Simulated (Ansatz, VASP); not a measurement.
# BaZrO3 in VASP and in Ansatz

POSCAR

```
BaZrO3
1.0
    4.2053517899      0.0000000000      0.0000000000
    0.0000000000      4.2053517899      0.0000000000
    0.0000000000      0.0000000000      4.2053517899
Ba Zr O
1 1 3
Direct
    0.0000000000      0.0000000000      0.0000000000
    0.5000000000      0.5000000000      0.5000000000
    0.0000000000      0.5000000000      0.5000000000
    0.5000000000      0.0000000000      0.5000000000
    0.5000000000      0.5000000000      0.0000000000
```

INCAR.step1

```
PREC = Accurate
ENCUT = 520
ISMEAR = 0
SIGMA = 0.01
LREAL = False
LASPH = True
NELM = 60
NBANDS = 28
GGA = PE
ALGO = Normal
EDIFF = 1E-4
LWAVE = True
LCHARG = False
```

File INCAR.step2:

```
PREC = Accurate
ENCUT = 520
EDIFF = 1E-6
ISMEAR = 0
SIGMA = 0.01
LREAL = False
LASPH = True
NELM = 60
ALGO = Normal
ISIF = 2
LWAVE = False
LCHARG = True
METAGGA = R2SCAN
LMIXTAU = True
LELF = True
LVHAR = True
NBANDS = 28
ISTART = 1
```

File KPOINTS:

```
Automatic mesh
0
Gamma
  6 6 6
```

Input for Ansatz:

```yaml
crystal:
  lattice:
    - [4.2053517899, 0.0, 0.0]
    - [0.0, 4.2053517899, 0.0]
    - [0.0, 0.0, 4.2053517899]
  atoms:
    - { symbol: Ba, position: [0.0, 0.0, 0.0] }
    - { symbol: Zr, position: [0.5, 0.5, 0.5] }
    - { symbol: O, position: [0.0, 0.5, 0.5] }
    - { symbol: O, position: [0.5, 0.0, 0.5] }
    - { symbol: O, position: [0.5, 0.5, 0.0] }
kpoints:
  mp_grid: { grid: [6, 6, 6] }
  band_path:
    path: [[0.0, 0.0, 0.0], [0.0, 0.5, 0.0], [0.5, 0.5, 0.0], [0.5, 0.5, 0.5]]
    npoints: 1
hamiltonian:
  xc: r2scan
scf:
  occupations: { method: fixed }
  n_extra_bands: 5
output:
  forces: true
  stress: true
  eigenvalues: true
```

Alike in both runs: task single point; functional r2SCAN; k mesh 6 × 6 × 6; no spin polarisation.

|  | VASP | Ansatz |
| --- | --- | --- |
| version | VASP 6.6.1 | Ansatz 0.2.0 |
| potentials or method | VASP PAW PBE potentials, release 64 (Ba_sv, Zr_sv, O) | plane waves, PAW |
| plane-wave cutoff (eV) | 520 | 500 |
| occupations | gaussian, width 0.01 eV | fixed |
| valence electrons in the cell | 40 | 40 |

|  | VASP | Ansatz | Ansatz less VASP |
| --- | --- | --- | --- |
| gap on the k mesh at the Fermi level (eV) | 3.68 | 3.73 | +0.053 |
| pressure (GPa) | 1.0 | 0.0 | -1.03 |

VASP's potentials were made for PBE, not for r2SCAN.

Neither program's run includes spin-orbit coupling.
